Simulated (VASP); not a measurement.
Na3AlO3:

```
Na Al O
1.0
     6.90000    0.00000    0.00000
    -3.45000    5.97558    0.00000
     0.00000    0.00000    4.83000
Na Al O
6 2 6
Direct
  0.64250 0.73000 0.75000
  0.08750 0.35750 0.75000
  0.27000 0.91250 0.75000
  0.35750 0.27000 0.25000
  0.91250 0.64250 0.25000
  0.73000 0.08750 0.25000
  0.66667 0.33333 0.75000
  0.33333 0.66667 0.25000
  0.40500 0.31800 0.75000
  0.68200 0.08700 0.75000
  0.91300 0.59500 0.75000
  0.08700 0.40500 0.25000
  0.59500 0.68200 0.25000
  0.31800 0.91300 0.25000
```

- Program: VASP 6.6.1
- Task: relaxation of cell and atoms
- Functional: PBE
- Potentials or basis: VASP PAW PBE potentials, release 64 (Na_pv, Al, O)
- Cutoff: 600 eV
- k mesh: 2 × 2 × 3
- Occupations: gaussian, width 0.15 eV
- Spin: no spin polarisation

At the start: pressure -0.3 GPa; volume 14.22 Å³/atom.

**Question.** How do energy, volume and symmetry change on relaxing?

**Answer.** Over 12 steps the energy falls by 25.0 meV/atom and the volume is 14.74 Å³/atom (+3.6 %); space group P6_3/m (No. 176, to 0.1 Å) before and after.

The path:
| step | energy change (eV) | largest force (eV/Å) | pressure (GPa) | volume (Å³) |
| --- | --- | --- | --- | --- |
| 1 | 0.0000 | 0.9542 | -0.31 | 199.15 |
| 2 | -0.1274 | 0.7127 | 3.33 | 198.32 |
| 3 | -0.1541 | 0.3509 | 2.17 | 198.56 |
| 4 | -0.2489 | 0.2444 | 0.75 | 203.57 |
| 5 | -0.2911 | 0.1557 | -0.69 | 209.62 |
| 6 | -0.2915 | 0.1526 | -0.76 | 210.11 |
| 7 | -0.3132 | 0.1671 | -0.34 | 208.87 |
| 8 | -0.3293 | 0.2926 | 0.61 | 206.37 |
| 9 | -0.3382 | 0.1645 | 0.44 | 206.21 |
| 10 | -0.3433 | 0.1149 | 0.08 | 205.97 |
| 11 | -0.3453 | 0.1034 | 0.06 | 206.05 |
| 12 | -0.3500 | 0.0710 | -0.09 | 206.30 |

Final structure:
```cif
data_structure
_symmetry_space_group_name_H-M 'P 1'
_symmetry_Int_Tables_number 1
_cell_length_a 6.9118
_cell_length_b 6.9118
_cell_length_c 4.9863
_cell_angle_alpha 90.000
_cell_angle_beta 90.000
_cell_angle_gamma 120.000
_cell_volume 206.30
loop_
_atom_site_label
_atom_site_type_symbol
_atom_site_fract_x
_atom_site_fract_y
_atom_site_fract_z
_atom_site_occupancy
Na1 Na 0.66144 0.74381 0.75000 1
Na2 Na 0.08237 0.33856 0.75000 1
Na3 Na 0.25619 0.91763 0.75000 1
Na4 Na 0.33856 0.25619 0.25000 1
Na5 Na 0.91763 0.66144 0.25000 1
Na6 Na 0.74381 0.08237 0.25000 1
Al1 Al 0.66667 0.33333 0.75000 1
Al2 Al 0.33333 0.66667 0.25000 1
O1 O 0.40365 0.30400 0.75000 1
O2 O 0.69600 0.09965 0.75000 1
O3 O 0.90035 0.59635 0.75000 1
O4 O 0.09965 0.40365 0.25000 1
O5 O 0.59635 0.69600 0.25000 1
O6 O 0.30400 0.90035 0.25000 1
```

Caveat: the k points lie up to 0.52 Å⁻¹ apart in the final cell; the relaxation stopped at a loose force limit of 0.08 eV/Å, so its end isn't a converged minimum.
